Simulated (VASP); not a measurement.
Here is a VASP 6.6.1 calculation.

The input INCAR:

```
AGGAC    = 1.0          
AGGAX    = 1.0          
ALDAC    = 0.0          
ALDAX    = 1.0          
ALGO     = Normal         # electronic algorithm
EDIFF    = 1E-6           # SCF threshold, eV
ENCUT    = 520            # plane-wave cutoff, eV
GGA      = B5             # functional
ISIF     = 2              # what is computed and relaxed
ISMEAR   = -1             # smearing method
LASPH    = True           # aspherical terms in the spheres
LCHARG   = False          # write CHGCAR
LREAL    = False          # projectors in reciprocal space
LWAVE    = False          # write WAVECAR
NBANDS   = 17             # bands
NELM     = 80             # most SCF steps
PREC     = Accurate       # precision mode
SIGMA    = 0.05           # smearing width, eV
```

File KPOINTS:

```
k-points
0
Gamma
  4 4 4
```

File POSCAR:

```
PbSe
1.0
    0.0000000000      3.0606500000      3.0606500000
    3.0606500000      0.0000000000      3.0606500000
    3.0606500000      3.0606500000      0.0000000000
Pb Se
1 1
Direct
    0.0000000000      0.0000000000      0.0000000000
    0.5000000000      0.5000000000      0.5000000000
```

Potentials or basis: VASP PAW PBE potentials, release 64 (Pb_d, Se).

Launch:

```console
$ cat potpaw_PBE.64/Pb_d/POTCAR potpaw_PBE.64/Se/POTCAR > POTCAR
$ mpirun -np 1 vasp_std > vasp.out
```

(1) What does it give for the pressure?

(2) Estimate the band gap on the k mesh.

Answers

(1) 6.1 GPa.

(2) 0.40 eV.

Caveat: the k points lie up to 0.44 Å⁻¹ apart; the PAW data sets were made with another functional, which shifts forces and pressure a little; spin-orbit coupling is left out, which moves the levels of the heavy elements.
